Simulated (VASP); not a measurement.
# CdSe (R3m) in VASP: notebook, part 2 of 2

VASP 6.6.1.

## 4. Single point, PBEsol (29.63 Å³/atom)

This run uses another cell than the first one, of 29.63 Å³/atom.

The input, INCAR:

```
  ALGO = Normal
  EDIFF = 1E-6
  ENCUT = 520
  GGA = PS
  ISIF = 2
  ISMEAR = 0
  LASPH = True
  LCHARG = False
  LREAL = False
  LWAVE = False
  NBANDS = 16
  NELM = 80
  PREC = Accurate
  SIGMA = 0.05
```

The input, KPOINTS:

```
k-points
0
Gamma
  10 10 10
```

The input, POSCAR:

```
CdSe
1.0
    0.0000000000      2.9724877330      2.9724877330
    2.9724877330      0.0000000000      2.9724877330
    3.2265363513      3.2265363513     -0.2540486183
Cd Se
1 1
Direct
    0.0000000000      0.0000000000      0.0000000000
    0.7500000000      0.7500000000      0.7500000000
```

Potentials or basis: VASP PAW PBE potentials, release 64 (Cd, Se).

Started as:

```
> cat potpaw_PBE.64/Cd/POTCAR potpaw_PBE.64/Se/POTCAR > POTCAR
> mpirun -np 1 vasp_std > vasp.out
```

OUTCAR:

```text
EDIFF = 1E-6
   ENCUT = 520
   GGA = PS
   ISIF = 2
   ISMEAR = 0
   LASPH = True
   LREAL = False
   NELM = 80
   PREC = Accurate

 ion  position               nearest neighbor table
   1  0.000  0.000  0.000-   2 2.61   2 2.61   2 2.61   2 2.90
   2  0.750  0.750  0.750-   1 2.61   1 2.61   1 2.61   1 2.90

  LATTYP: Found a trigonal (rhomboedric) cell.
 ALAT       =     4.5700781561
 COS(alpha) =     0.5769488427

  Lattice vectors:

 A1 = (   3.2265363513,   0.2540486183,  -3.2265363513)
[... 625 lines left out ...]
      3      -7.1659      2.00000
      4      -7.1311      2.00000
      5      -6.9903      2.00000
      6      -6.8716      2.00000
[... 8 lines left out ...]
     15      12.2538      0.00000
     16      13.4464      0.00000

 [... further k-points ...]
[... 5 lines left out ...]
  --------------------------------------------------------------------------------------
  -------------------------------------------------------------------------------------
  Total       -0.4062840     -0.4062840     -0.4062840     -0.9034566      0.9034566      0.9034566
  in kB      -10.9840882    -10.9840882    -10.9840882    -24.4253948     24.4253948     24.4253948
  external PRESSURE =     -10.9840882 kB  Pullay stress =       0.0000000 kB

 VOLUME and BASIS-vectors are now :
 -----------------------------------------------------------------------------
  energy-cutoff  :      520.00
  volume of cell :       59.26
      direct lattice vectors                 reciprocal lattice vectors
     0.000000000  2.972487733  2.972487733    -0.161837935  0.174580610  0.161837935
     2.972487733  0.000000000  2.972487733     0.174580610 -0.161837935  0.161837935
     3.226536351  3.226536351 -0.254048618     0.149095260  0.149095260 -0.149095260

 POSITION                                       TOTAL-FORCE (eV/Angst)
 -----------------------------------------------------------------------------------
      0.00000      0.00000      0.00000         0.213744      0.213744     -0.213744
      4.64927      4.64927      4.26820        -0.213744     -0.213744      0.213744
 -----------------------------------------------------------------------------------
    total drift:                               -0.000001     -0.000001      0.000003

  FREE ENERGIE OF THE ION-ELECTRON SYSTEM (eV)
  ---------------------------------------------------
  free  energy   TOTEN  =        -6.0431048594 eV

  energy  without entropy=       -6.0431048562  energy(sigma->0) =       -6.04310486
```

OSZICAR:

```text
N       E                     dE             d eps       ncg     rms          rms(c)
DAV:   1     0.106277699215E+03    0.10628E+03   -0.87580E+03  3792   0.101E+03
DAV:   2    -0.225856679526E+01   -0.10854E+03   -0.10218E+03  4440   0.245E+02
DAV:   3    -0.643177925826E+01   -0.41732E+01   -0.41651E+01  4576   0.499E+01
DAV:   4    -0.644990661839E+01   -0.18127E-01   -0.18126E-01  4632   0.329E+00
DAV:   5    -0.645002188411E+01   -0.11527E-03   -0.11527E-03  4632   0.228E-01    0.562E+00
DAV:   6    -0.606761411875E+01    0.38241E+00   -0.60568E-01  5432   0.968E+00    0.454E+00
DAV:   7    -0.604459545691E+01    0.23019E-01   -0.14016E-01  4472   0.252E+00    0.205E+00
DAV:   8    -0.604316347214E+01    0.14320E-02   -0.12925E-02  4352   0.137E+00    0.227E-01
DAV:   9    -0.604304645700E+01    0.11702E-03   -0.13723E-03  4632   0.483E-01    0.460E-02
DAV:  10    -0.604307669361E+01   -0.30237E-04   -0.14867E-04  4656   0.146E-01    0.395E-02
DAV:  11    -0.604310551819E+01   -0.28825E-04   -0.50094E-05  4536   0.534E-02    0.178E-02
DAV:  12    -0.604310444167E+01    0.10765E-05   -0.38419E-06  4408   0.237E-02    0.449E-03
DAV:  13    -0.604310485943E+01   -0.41777E-06   -0.13199E-06  4272   0.641E-03
   1 F= -.60431049E+01 E0= -.60431049E+01  d E =-.322470E-08
```

Wall time 34 s (1 thread of Intel Xeon 6975P-C (Granite Rapids), shared host); peak memory 0.26 GiB.

Results:

```yaml
Free_energy: -6.0431 eV
Pressure: -1.1 GPa
Largest_force: 0.370 eV/Å
Band_gap_on_the_k_mesh: 0.32 eV
```

Forces on the atoms (eV/Å):
```
Cd   0.214  0.214 -0.214
Se  -0.214 -0.214  0.214
```

Stress tensor (GPa, compression positive):
```
-1.10 -2.44  2.44
-2.44 -1.10  2.44
 2.44  2.44 -1.10
```

Caveat: the PAW data sets were made with another functional, which shifts forces and pressure a little.

## 5. Single point, PBEsol (29.63 Å³/atom)

This run uses another cell than the first one, of 29.63 Å³/atom.

The input, INCAR:

```
ALGO = Normal
EDIFF = 1E-6
ENCUT = 520
GGA = PS
ISIF = 2
ISMEAR = 0
LASPH = T
LCHARG = T
LELF = T
LREAL = F
LVHAR = T
LWAVE = F
NBANDS = 16
NELM = 60
PREC = Accurate
SIGMA = 0.05
```

KPOINTS is that of step 4.

The input, POSCAR:

```
CdSe
1.0
    0.0000000000      3.0126296429      3.0126296429
    3.0126296429      0.0000000000      3.0126296429
    3.1807343770      3.1807343770     -0.1681047341
Cd Se
1 1
Direct
    0.0000000000      0.0000000000      0.0000000000
    0.7500000000      0.7500000000      0.7500000000
```

Started as:

```
> cat potpaw_PBE.64/Cd/POTCAR potpaw_PBE.64/Se/POTCAR > POTCAR
> mpirun -np 1 vasp_std > vasp.out
```

Wall time 32 s (1 thread of Intel Xeon 6975P-C (Granite Rapids), shared host); peak memory 0.26 GiB.

Results (log left out):

```yaml
Free_energy: -6.1055 eV
Pressure: -1.7 GPa
Largest_force: 0.296 eV/Å
Band_gap_on_the_k_mesh: 0.34 eV
```

Forces in eV/Å, atoms in the order of the input:
```
Cd   0.171  0.171 -0.171
Se  -0.171 -0.171  0.171
```

Stress tensor (GPa, compression positive):
```
-1.66 -1.74  1.74
-1.74 -1.66  1.74
 1.74  1.74 -1.66
```

Levels at points of the mesh, in eV from the valence-band top:
```tsv
k point	band 5	band 6	band 7	band 8	band 9	band 10	band 11	band 12	band 13	band 14
(0.00, 0.00, 0.00)	-7.52	-7.52	-0.35	0.00	0.00	0.34	5.23	6.10	6.10	9.34
(0.50, 0.00, 0.00)	-7.49	-7.24	-4.26	-0.88	-0.81	2.04	5.88	6.48	7.14	9.61
(0.50, 0.50, 0.00)	-7.47	-7.20	-4.00	-1.95	-1.60	2.91	3.65	8.38	9.80	9.89
(0.00, 0.00, 0.50)	-7.50	-7.33	-4.19	-0.53	-0.53	2.43	6.57	6.57	6.66	9.88
```

Caveat: the PAW data sets were made with another functional, which shifts forces and pressure a little.

## 6. Single point, PBEsol (29.63 Å³/atom)

This run uses another cell than the first one, of 29.63 Å³/atom.

The input, INCAR:

```
PREC     = Accurate       # precision mode
ENCUT    = 520            # plane-wave cutoff, eV
EDIFF    = 1E-7           # SCF threshold, eV
ISMEAR   = 0              # smearing method
SIGMA    = 0.05           # smearing width, eV
LREAL    = False          # projectors in reciprocal space
LASPH    = True           # aspherical terms in the spheres
NELM     = 80             # most SCF steps
ALGO     = Normal         # electronic algorithm
ISIF     = 2              # what is computed and relaxed
LWAVE    = False          # write WAVECAR
LCHARG   = False          # write CHGCAR
GGA      = PS             # functional
NBANDS   = 16             # bands
```

The input, KPOINTS:

```
Automatic mesh
0
Gamma
  10 10 10
```

The input, POSCAR:

```
CdSe
1.0
    0.0000000000      3.1784318760      3.1784318760
    3.1784318760      0.0000000000      3.1784318760
    3.0148485822      3.0148485822      0.1635832939
Cd Se
1 1
Direct
    0.0000000000      0.0000000000      0.0000000000
    0.7500000000      0.7500000000      0.7500000000
```

Potentials or basis: VASP PAW PBE potentials, release 64 (Cd, Se).

Started as:

```
> cat potpaw_PBE.64/Cd/POTCAR potpaw_PBE.64/Se/POTCAR > POTCAR
> mpirun -np 1 vasp_std > vasp.out
```

Run time: 40 s. Hardware: 1 thread of Intel Xeon 6975P-C (Granite Rapids), shared host; peak memory 0.27 GiB.

Results (log left out):

| Quantity | Value |
| --- | --- |
| Free energy | -6.0942 eV |
| Pressure | -1.6 GPa |
| Largest force | 0.605 eV/Å |
| Band gap on the k mesh | 0.46 eV (least direct gap 0.47 eV) |

Forces in eV/Å, atoms in the order of the input:
```
Cd  -0.349 -0.349  0.349
Se   0.349  0.349 -0.349
```

Stress tensor (GPa, compression positive):
```
-1.59  2.31 -2.31
 2.31 -1.59 -2.31
-2.31 -2.31 -1.59
```

Levels at points of the mesh, in eV from the valence-band top:
```tsv
k point	band 5	band 6	band 7	band 8	band 9	band 10	band 11	band 12	band 13	band 14
(0.00, 0.00, 0.00)	-7.44	-7.44	-0.06	-0.06	-0.01	0.46	5.54	5.54	6.58	9.42
(0.50, 0.00, 0.00)	-7.42	-7.20	-4.15	-0.61	-0.59	2.31	6.16	6.66	7.13	9.83
(0.50, 0.50, 0.00)	-7.39	-7.13	-3.91	-1.90	-1.49	2.98	3.74	8.51	9.66	10.13
(0.00, 0.00, 0.50)	-7.42	-7.14	-4.19	-0.93	-0.93	1.96	6.04	6.04	7.38	9.64
```

Caveat: the PAW data sets were made with another functional, which shifts forces and pressure a little.

## 7. Overview

| cell | gap on the mesh (eV) | pressure (GPa) | largest force (eV/Å) |
| --- | --- | --- | --- |
| a = 4.187, b = 4.187, c = 4.424 Å, angles 61.8, 61.8, 60.0°, 2 atoms | 0.41 | 0.9 | 0.45 |
| a = 4.556, b = 4.556, c = 4.218 Å, angles 57.3, 57.3, 60.0°, 2 atoms | 0.51 | -0.8 | 1.07 |
| a = 4.204, b = 4.204, c = 4.570 Å, angles 62.6, 62.6, 60.0°, 2 atoms | 0.32 | -1.1 | 0.37 |
| a = 4.261, b = 4.261, c = 4.501 Å, angles 61.8, 61.8, 60.0°, 2 atoms | 0.34 | -1.7 | 0.30 |
| a = 4.495, b = 4.495, c = 4.267 Å, angles 58.2, 58.2, 60.0°, 2 atoms | 0.46 | -1.6 | 0.60 |

Alike in all rows: task single point; level PBEsol; potentials or basis VASP PAW PBE potentials, release 64 (Cd, Se); no spin polarisation; k mesh 10 × 10 × 10; cutoff (eV) 520; smearing gaussian 0.05 eV.

Caveats: the PAW data sets were made with another functional, which shifts forces and pressure a little.

Absolute energies hang on the potentials; compare differences alone.
